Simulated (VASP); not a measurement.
A run of VASP 6.6.1:

The input INCAR:

```
SYSTEM = H17O8F
  PREC = Accurate
  ENCUT = 520
  EDIFF = 1E-6
  ISMEAR = -1
  SIGMA = 0.05
  LREAL = Auto
  LASPH = .TRUE.
  NELM = 60
  ALGO = Normal
  ISIF = 2
  LWAVE = .FALSE.
  LCHARG = .FALSE.
  GGA = PS
  NBANDS = 55
```

File KPOINTS:

```
Automatic mesh
0
G
  1 1 1
  0 0 0
```

The input POSCAR:

```
H17O8F
1.0
    7.0886680000      0.0000000000      0.0000000000
    0.0000000000      7.0886680000      0.0000000000
    0.0000000000      0.0000000000      7.0886680000
O H F
8 17 1
Direct
    1.0289803388      0.8618403345      0.8328221889
    0.2413570504      0.7229143755      0.4108388205
    0.3668954450      0.1881735751      0.7679157777
    0.5980107970      0.7453304344      0.2764271087
    0.0639612407      0.0357471954      0.4314068595
    0.6341529890     -0.0045847824      0.0276074433
   -0.0127668555      0.1226887759      0.0680945983
    0.6962097816      0.9751056193      0.5917049578
    0.8980812756      0.8528541610      0.7794412152
    1.1053980804      0.7514810963      0.7968633882
    0.3779553507      0.7432567021      0.3583606963
    0.1737138769      0.8516691711      0.4167778770
    0.3367628446      0.3183813941      0.7452598993
    0.2757217576      0.1240289431      0.6759238830
    0.6086898131      0.8454620812      0.1729379906
    0.6849100564      0.6470609147      0.2696980589
    0.0272970888      0.0792109322      0.3002115489
   -0.0419401783      0.0290040386      0.5104344004
    0.7508039592      0.0680522772      0.0464685326
    0.5411171746      0.0651180165     -0.0413900044
    0.0209912497      0.2360104889      0.0089861734
    0.0269444133      0.0146713036     -0.0120615044
    0.5842846639      1.0489840969      0.6371436778
    0.6533244327      0.9074483387      0.4741370311
    0.2303958938      0.6203704278      0.5750163500
    0.2314680276      0.5554499096      0.7143090916
```

Potentials or basis: VASP PAW PBE potentials, release 64 (O, H, F).

Command:

```sh
$ cat potpaw_PBE.64/O/POTCAR potpaw_PBE.64/H/POTCAR potpaw_PBE.64/F/POTCAR > POTCAR
$ mpirun -np 1 vasp_gam > vasp.out
```

Hardware: 1 thread of Intel(R) Xeon(R) Platinum 8559C (Emerald Rapids), with other jobs on the host.

Question: Estimate the wall time of this run.

Answer: Wall time 34 s on 1 thread of Intel(R) Xeon(R) Platinum 8559C (Emerald Rapids), on a shared host, peak memory 0.35 GiB. Counts: scf iterations 17, k points 1.
